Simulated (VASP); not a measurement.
A run of VASP 6.6.1:

File POSCAR:

```
CoSi
1.0
    2.7667262748      0.0000000000      0.0000000000
    0.0000000000      2.7667262748      0.0000000000
    0.0000000000      0.0000000000      2.7667262748
Co Si
1 1
Direct
    0.0000000000      0.0000000000      0.0000000000
    0.5000000000      0.5000000000      0.5000000000
```

The input INCAR.step1:

```
SYSTEM = CoSi
PREC = Accurate ; ENCUT = 520
EDIFF = 1E-5 ; ISMEAR = -1
SIGMA = 0.05 ; LREAL = .False.
LASPH = .True. ; NELM = 150
ALGO = Normal ; ISIF = 2
LWAVE = .True. ; LCHARG = .False.
ISPIN = 2 ; MAGMOM = 2 0
LORBIT = 11 ; LMAXMIX = 4
NBANDS = 18 ; GGA = PE
```

The input INCAR.step2:

```
SYSTEM = CoSi
PREC = Accurate ; ENCUT = 520
EDIFF = 1E-6 ; ISMEAR = -1
SIGMA = 0.05 ; LREAL = .False.
LASPH = .True. ; NELM = 150
ALGO = Normal ; ISIF = 2
LWAVE = .False. ; LCHARG = .False.
ISPIN = 2 ; MAGMOM = 2 0
LORBIT = 11 ; LMAXMIX = 4
GGA = PE ; LHFCALC = .True.
AEXX = 0.25 ; PRECFOCK = Normal
NBANDS = 18 ; ISTART = 1
```

File KPOINTS:

```
regular mesh
0
Gamma
  5 5 5
  0 0 0
```

Potentials or basis: VASP PAW PBE potentials, release 64 (Co, Si).

The run is started by

```bash
$ cat potpaw_PBE.64/Co/POTCAR potpaw_PBE.64/Si/POTCAR > POTCAR
$ cp INCAR.step1 INCAR
$ mpirun -np 1 vasp_std > vasp.out
$ cp INCAR.step2 INCAR
$ mpirun -np 1 vasp_std > vasp.out
```

Hardware: 1 thread of Oxide Virtual Turin-like Processor, on a shared host.

Task: How long does it take, and how much memory?

Result: It took 28 min on 1 thread of Oxide Virtual Turin-like Processor (shared host), peak memory 0.13 GiB. Counts: k points 10.
